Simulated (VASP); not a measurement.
# AlN (Fm-3m) in VASP: notebook

The runs below take AlN through single point, with HSE06.

Everything below comes from runs of VASP 6.6.1. Logs are shortened: lines on timing, memory, paths and dates and some standing lists are left out, and cuts for length are marked.

## 1. The cell of the first run

It takes space group Fm-3m (No. 225, cubic). Conventional cell: a = 4.038 Å, b = 4.038 Å, c = 4.038 Å, α = 90.00°, β = 90.00°, γ = 90.00°. Al (site symmetry m-3m) has 6 N at 2.02 Å within 2.7 Å. Within 2.7 Å of N (site symmetry m-3m) lie 6 Al at 2.02 Å.

## 2. Single point, HSE06

POSCAR

```
AlN
1.0
    0.0000000000      2.0188684513      2.0188684513
    2.0188684513      0.0000000000      2.0188684513
    2.0188684513      2.0188684513      0.0000000000
Al N
1 1
Direct
    0.0000000000      0.0000000000      0.0000000000
    0.5000000000      0.5000000000      0.5000000000
```

INCAR.step1

```
PREC = Accurate ; ENCUT = 520
EDIFF = 1E-5 ; ISMEAR = 0
SIGMA = 0.01 ; LREAL = False
LASPH = True ; NELM = 80
ALGO = Normal ; ISIF = 2
LWAVE = True ; LCHARG = False
GGA = PE ; NBANDS = 11
```

INCAR.step2

```
PREC = Accurate ; ENCUT = 520
EDIFF = 1E-6 ; ISMEAR = 0
SIGMA = 0.01 ; LREAL = False
LASPH = True ; NELM = 80
ALGO = Normal ; ISIF = 2
LWAVE = False ; LCHARG = False
GGA = PE ; LHFCALC = True
HFSCREEN = 0.2079 ; PRECFOCK = Normal
ISTART = 1 ; NBANDS = 11
```

KPOINTS

```
regular mesh
0
Gamma
  8 8 8
```

Potentials or basis: VASP PAW PBE potentials, release 64 (Al, N).

Started as:

```console
$ cat potpaw_PBE.64/Al/POTCAR potpaw_PBE.64/N/POTCAR > POTCAR
$ cp INCAR.step1 INCAR
$ mpirun -np 1 vasp_std > vasp.out
$ cp INCAR.step2 INCAR
$ mpirun -np 1 vasp_std > vasp.out
```

OUTCAR:

```text
PREC = Accurate
   ENCUT = 520
   EDIFF = 1E-6
   ISMEAR = 0
   LREAL = False
   LASPH = True
   NELM = 80
   ISIF = 2
   GGA = PE
   LHFCALC = True
   HFSCREEN = 0.2079
   PRECFOCK = Normal
   ISTART = 1

 ion  position               nearest neighbor table
   1  0.000  0.000  0.000-   2 2.02   2 2.02   2 2.02   2 2.02   2 2.02   2 2.02
   2  0.500  0.500  0.500-   1 2.02   1 2.02   1 2.02   1 2.02   1 2.02   1 2.02

  LATTYP: Found a face centered cubic cell.
 ALAT       =     4.0377369026

  Lattice vectors:

 A1 = (   0.0000000000,   2.0188684513,   2.0188684513)
 A2 = (   2.0188684513,   0.0000000000,   2.0188684513)
 A3 = (   2.0188684513,   2.0188684513,   0.0000000000)

Analysis of symmetry for initial positions (statically):
=====================================================================
 Subroutine PRICEL returns:
 Original cell was already a primitive cell.

 Routine SETGRP: Setting up the symmetry group for a
 face centered cubic supercell.

 Subroutine GETGRP returns: Found 48 space group operations
 (whereof 48 operations were pure point group operations)
 out of a pool of 48 trial point group operations.

The static configuration has the point symmetry O_h .

Analysis of symmetry for dynamics (positions and initial velocities):
=====================================================================
 Subroutine PRICEL returns:
 Original cell was already a primitive cell.

 Routine SETGRP: Setting up the symmetry group for a
 face centered cubic supercell.

 Subroutine GETGRP returns: Found 48 space group operations
 (whereof 48 operations were pure point group operations)
 out of a pool of 48 trial point group operations.

The dynamic configuration has the point symmetry O_h .

 Subroutine INISYM returns: Found 48 space group operations
 (whereof 48 operations are pure point group operations),
 and found     1 'primitive' translations

----------------------------------------------------------------------------------------

                                     Primitive cell

  volume of cell :      16.4571

  direct lattice vectors                    reciprocal lattice vectors
     0.000000000  2.018868451  2.018868451    -0.247663487  0.247663487  0.247663487
     2.018868451  0.000000000  2.018868451     0.247663487 -0.247663487  0.247663487
     2.018868451  2.018868451  0.000000000     0.247663487  0.247663487 -0.247663487

  length of vectors
     2.855111144  2.855111144  2.855111144     0.428965742  0.428965742  0.428965742

  position of ions in fractional coordinates (direct lattice)
     0.000000000  0.000000000  0.000000000
     0.500000000  0.500000000  0.500000000

  ion indices of the primitive-cell ions
   primitive index   ion index
                 1           1
                 2           2

----------------------------------------------------------------------------------------

 KPOINTS: regular mesh

Automatic generation of k-mesh.
 Grid dimensions read from file:
 generate k-points for:    8    8    8

 Generating k-lattice:

  Cartesian coordinates                     Fractional coordinates (reciprocal lattice)
    -0.030957936  0.030957936  0.030957936     0.125000000  0.000000000  0.000000000
     0.030957936 -0.030957936  0.030957936     0.000000000  0.125000000  0.000000000
     0.030957936  0.030957936 -0.030957936     0.000000000  0.000000000  0.125000000

  Length of vectors
     0.053620718  0.053620718  0.053620718

  Shift w.r.t. Gamma in fractional coordinates (k-lattice)
     0.000000000  0.000000000  0.000000000

 Subroutine IBZKPT returns following result:
 ===========================================

 Found     29 irreducible k-points:

 Following reciprocal coordinates:
            Coordinates               Weight
  0.000000  0.000000  0.000000      1.000000
  0.125000  0.000000  0.000000      8.000000
  0.250000  0.000000  0.000000      8.000000
  0.375000  0.000000  0.000000      8.000000
  0.500000  0.000000  0.000000      4.000000
  0.125000  0.125000  0.000000      6.000000
[... 16 lines left out ...]
  0.500000  0.250000  0.125000     48.000000
 -0.375000  0.250000  0.125000     24.000000
 [... further k-points ...]
   k-points           NKPTS =     29   k-points in BZ     NKDIM =    512   number of bands    NBANDS=     11
   number of dos      NEDOS =    301   number of ions     NIONS =      2
   total plane-waves  NPLWV =  13824
   dimension x,y,z NGX =    24 NGY =   24 NGZ =   24
   dimension x,y,z NGXF=    48 NGYF=   48 NGZF=   48
   ions per type =               1   1
   NGX,Y,Z   is equivalent  to a cutoff of  13.97, 13.97, 13.97 a.u.
   NGXF,Y,Z  is equivalent  to a cutoff of  27.95, 27.95, 27.95 a.u.
 SYSTEM =  unknown system
   PREC   = accura    normal or accurate (medium, high low for compatibility)
   ISTART =      1    job   : 0-new  1-cont  2-samecut
   ICHARG =      0    charge: 1-file 2-atom 10-const
   ISPIN  =      1    spin polarized calculation?
   LNONCOLLINEAR =      F non collinear calculations
   LSORBIT =      F    spin-orbit coupling
   LASPH  =      T    aspherical Exc in radial PAW
   ENCUT  =  520.0 eV  38.22 Ry    6.18 a.u.   5.31  5.31  5.31*2*pi/ulx,y,z
   NELM   =     80;   NELMIN=  2; NELMDL=  0     # of ELM steps
   EDIFF  = 0.1E-05   stopping-criterion for ELM
   LREAL  =      F    real-space projection
   EDIFFG = 0.1E-04   stopping-criterion for IOM
   NSW    =      0    number of steps for IOM
   IBRION =     -1    ionic relax: 0-MD 1-quasi-New 2-CG
   NFREE  =      0    steps in history (QN), initial steepest desc. (CG)
   ISIF   =      2    stress and relaxation
   ISYM   =      3    0-nonsym 1-usesym 2-fastsym
   POTIM  = 0.5000    time-step for ionic-motion
   TEBEG  =    0.0;   TEEND  =   0.0 temperature during run
   PSTRESS=    0.0 pullay stress
   NELECT =       8.0000    total number of electrons
   NUPDOWN=      -1.0000    fix difference up-down
   EMIN   =  10.00;   EMAX   =-10.00  energy-range for DOS
   EFERMI =   0.00;   METHOD = LEGACY
   ISMEAR =     0;   SIGMA  =   0.01  broadening in eV -4-tet -1-fermi 0-gaus
   EFERMI_NEDOS =   21; number of points for ismear=-14 and -15
   IALGO  =     38    algorithm
   IMIX   =      1    mixing-type and parameters
     AMIX     =   0.40;   BMIX     =  1.00
     AMIX_MAG =   1.60;   BMIX_MAG =  1.00
  volume/ion in A,a.u.               =       8.23        55.53
  Fermi-wavevector in a.u.,A,eV,Ry     =   1.287222  2.432497 22.544046  1.656941
  Thomas-Fermi vector in A             =   2.419249
   LORBIT       =      0    0 simple, 1 ext, 2 COOP (PROOUT), +10 PAW based schemes
   GGA     = PE    functional components
   LHFCALC =     T    Hartree Fock is set to
   PRECFOCK=normal    Normal, Fast or Accurate (Low or Medium for compatibility)
   ENCUT4O =  -1.0   cutoff for four orbital integrals eV
   NKREDX  =     1    reduce k-point grid by
   NKREDY  =     1    reduce k-point grid by
   NKREDZ  =     1    reduce k-point grid by
   AEXX    =    0.2500 exact exchange contribution
   HFSCREEN=    0.2079 screening length (either q_TF or 0.3 A-1)
   HFSCREENC=   0.2079 screening length for correlation (either q_TF or 0.3 A-1)
   ENCUTFOCK=  -1.0 apply spherical cutoff to Coloumb kernel
   IVDW    =     0    specifies the selected vdW correction
   LEPSILON=     F    determine dielectric tensor
   LRPA    =     F    only Hartree local field effects (RPA)
 non-spin polarized calculation
 Gauss-broadening in eV      SIGMA  =   0.01
  energy-cutoff  :      520.00
  volume of cell :       16.46
 maximum number of plane-waves:       459
 NGX is ok and might be reduce to    24
  NGX = 16; NGY = 16; NGZ = 16

 number of electron       7.9999999 magnetization

 Free energy of the ion-electron system (eV)
  ---------------------------------------------------
  ext. energy  EPLUGINS =         0.00000000
  ---------------------------------------------------
  free energy    TOTEN  =       -17.13384866 eV

  energy without entropy =      -17.13384866  energy(sigma->0) =      -17.13384866

 E-fermi :   9.2332     XC(G=0): -10.0715

 val. band max:        9.1568862506   @ k =   0.0000   0.0000   0.0000
 cond. band min:      15.1708667807   @ k =   0.5000   0.5000   0.0000
 fundamental gap:      6.0139805301
 Fermi energy:         9.2332383765

 k-point     1 :       0.0000    0.0000    0.0000
  band No.  band energies     occupation
      1     -10.1032      2.00000
      2       9.1569      2.00000
      3       9.1569      2.00000
      4       9.1569      2.00000
      5      16.4185      0.00000
      6      22.9764      0.00000
      7      22.9764      0.00000
      8      22.9764      0.00000
      9      28.1723      0.00000
     10      28.8979      0.00000
     11      28.8979      0.00000

 k-point     2 :       0.1250    0.0000    0.0000
  band No.  band energies     occupation
      1      -9.7591      2.00000
      2       7.5544      2.00000
      3       8.9569      2.00000
      4       8.9569      2.00000
      5      17.3131      0.00000
      6      21.7926      0.00000
      7      23.4294      0.00000
      8      23.4294      0.00000
      9      26.9341      0.00000
     10      26.9341      0.00000
     11      29.3602      0.00000

 k-point     3 :       0.2500    0.0000    0.0000
  band No.  band energies     occupation
      1      -8.7814      2.00000
      2       4.4471      2.00000
      3       8.5205      2.00000
      4       8.5205      2.00000
      5      17.5776      0.00000
      6      22.1572      0.00000
      7      23.1797      0.00000
      8      23.1797      0.00000
      9      27.2646      0.00000
     10      27.2646      0.00000
     11      28.3567      0.00000
[... 267 lines left out ...]
 k-point    23 :       0.5000    0.2500    0.1250
  band No.  band energies     occupation
      1      -6.7623      2.00000
      2       2.1380      2.00000
      3       5.3922      2.00000
      4       7.3035      2.00000
      5      19.0922      0.00000
      6      19.9427      0.00000
      7      21.8051      0.00000
      8      24.3463      0.00000
      9      28.1846      0.00000
     10      31.4775      0.00000
     11      33.2922      0.00000

 k-point    24 :      -0.3750    0.2500    0.1250
  band No.  band energies     occupation
      1      -6.0746      2.00000
      2       1.0953      2.00000
      3       5.1509      2.00000
      4       7.0141      2.00000
      5      19.1718      0.00000
      6      19.3232      0.00000
      7      23.5093      0.00000
      8      23.7819      0.00000
      9      29.3388      0.00000
     10      30.3919      0.00000
     11      33.8005      0.00000

 [... further k-points ...]
[... 5 lines left out ...]
  --------------------------------------------------------------------------------------
  -------------------------------------------------------------------------------------
  Total       -0.1494830     -0.1494830     -0.1494830      0.0000000      0.0000000     -0.0000000
  in kB      -14.5528610    -14.5528610    -14.5528610      0.0000000      0.0000000     -0.0000000
  external PRESSURE =     -14.5528610 kB  Pullay stress =       0.0000000 kB

 VOLUME and BASIS-vectors are now :
 -----------------------------------------------------------------------------
  energy-cutoff  :      520.00
  volume of cell :       16.46
      direct lattice vectors                 reciprocal lattice vectors
     0.000000000  2.018868451  2.018868451    -0.247663487  0.247663487  0.247663487
     2.018868451  0.000000000  2.018868451     0.247663487 -0.247663487  0.247663487
     2.018868451  2.018868451  0.000000000     0.247663487  0.247663487 -0.247663487

 POSITION                                       TOTAL-FORCE (eV/Angst)
 -----------------------------------------------------------------------------------
      0.00000      0.00000      0.00000         0.000000      0.000000      0.000000
      2.01887      2.01887      2.01887        -0.000000     -0.000000     -0.000000
 -----------------------------------------------------------------------------------
    total drift:                                0.000000      0.000000      0.000000

  FREE ENERGIE OF THE ION-ELECTRON SYSTEM (eV)
  ---------------------------------------------------
  free  energy   TOTEN  =       -17.1338486583 eV

  energy  without entropy=      -17.1338486583  energy(sigma->0) =      -17.13384866
```

Run time: 6.8 min. Hardware: 1 thread of Intel Xeon Platinum 8488C (Sapphire Rapids), shared host; peak memory 0.25 GiB.

Results:

```
Free energy            : -17.1338 eV
Pressure               : -1.5 GPa
Band gap on the k mesh : 6.01 eV (least direct gap 7.26 eV)
```

Caveat: the structure was generated, so it needn't be the stable form of AlN; the PAW data sets were made with another functional, which shifts forces and pressure a little.

## 3. Single point, HSE06 (strain +0.5%)

POSCAR

```
AlN
1.0
    0.0000000000      2.0289627935      2.0289627935
    2.0289627935      0.0000000000      2.0289627935
    2.0289627935      2.0289627935      0.0000000000
Al N
1 1
Direct
    0.0000000000      0.0000000000      0.0000000000
    0.5000000000      0.5000000000      0.5000000000
```

INCAR.step1

```
SYSTEM = AlN
PREC     = Accurate       ! precision mode
ENCUT    = 520            ! plane-wave cutoff, eV
EDIFF    = 1E-5           ! SCF threshold, eV
ISMEAR   = 0              ! smearing method
SIGMA    = 0.01           ! smearing width, eV
LREAL    = .FALSE.        ! projectors in reciprocal space
LASPH    = .TRUE.         ! aspherical terms in the spheres
NELM     = 60             ! most SCF steps
ALGO     = Normal         ! electronic algorithm
ISIF     = 2              ! what is computed and relaxed
LWAVE    = .TRUE.         ! write WAVECAR
LCHARG   = .FALSE.        ! write CHGCAR
NBANDS   = 11             ! bands
GGA      = PE             ! functional
```

INCAR.step2

```
SYSTEM = AlN
PREC     = Accurate       ! precision mode
ENCUT    = 520            ! plane-wave cutoff, eV
EDIFF    = 1E-6           ! SCF threshold, eV
ISMEAR   = 0              ! smearing method
SIGMA    = 0.01           ! smearing width, eV
LREAL    = .FALSE.        ! projectors in reciprocal space
LASPH    = .TRUE.         ! aspherical terms in the spheres
NELM     = 60             ! most SCF steps
ALGO     = Normal         ! electronic algorithm
ISIF     = 2              ! what is computed and relaxed
LWAVE    = .FALSE.        ! write WAVECAR
LCHARG   = .FALSE.        ! write CHGCAR
GGA      = PE             ! functional
LHFCALC  = .TRUE.         ! exact exchange
HFSCREEN = 0.2079         ! screening, 1/A
PRECFOCK = Normal       
NBANDS   = 11             ! bands
ISTART   = 1
```

KPOINTS

```
Automatic mesh
0
G
  8 8 8
  0 0 0
```

Potentials or basis: VASP PAW PBE potentials, release 64 (Al, N).

Started as:

```console
$ cat potpaw_PBE.64/Al/POTCAR potpaw_PBE.64/N/POTCAR > POTCAR
$ cp INCAR.step1 INCAR
$ mpirun -np 1 vasp_std > vasp.out
$ cp INCAR.step2 INCAR
$ mpirun -np 1 vasp_std > vasp.out
```

Run time: 14 min. Hardware: 1 thread of Intel Xeon Platinum 8488C (Sapphire Rapids), shared host; peak memory 0.25 GiB.

The run converged. Its results:

- Free energy: -17.1287 eV
- Pressure: -5.4 GPa
- Band gap on the k mesh: 5.86 eV (least direct gap 7.03 eV)

Levels at points of the mesh, in eV from the valence-band top:
| k point | band 1 | band 2 | band 3 | band 4 | band 5 | band 6 | band 7 | band 8 |
| --- | --- | --- | --- | --- | --- | --- | --- | --- |
| (0.00, 0.00, 0.00) | -19.12 | 0.00 | 0.00 | 0.00 | 7.03 | 13.76 | 13.76 | 13.76 |
| (0.50, 0.00, 0.00) | -15.69 | -8.93 | -1.14 | -1.14 | 7.46 | 12.49 | 12.49 | 15.35 |
| (0.50, 0.50, 0.00) | -14.65 | -7.94 | -3.02 | -3.02 | 5.86 | 6.63 | 16.10 | 19.30 |

Caveat: the cell differs from its parent crystal (strain +0.5%); the cell stands under tension; the structure was generated, so it needn't be the stable form of AlN; the PAW data sets were made with another functional, which shifts forces and pressure a little. A k mesh can miss the band edges.
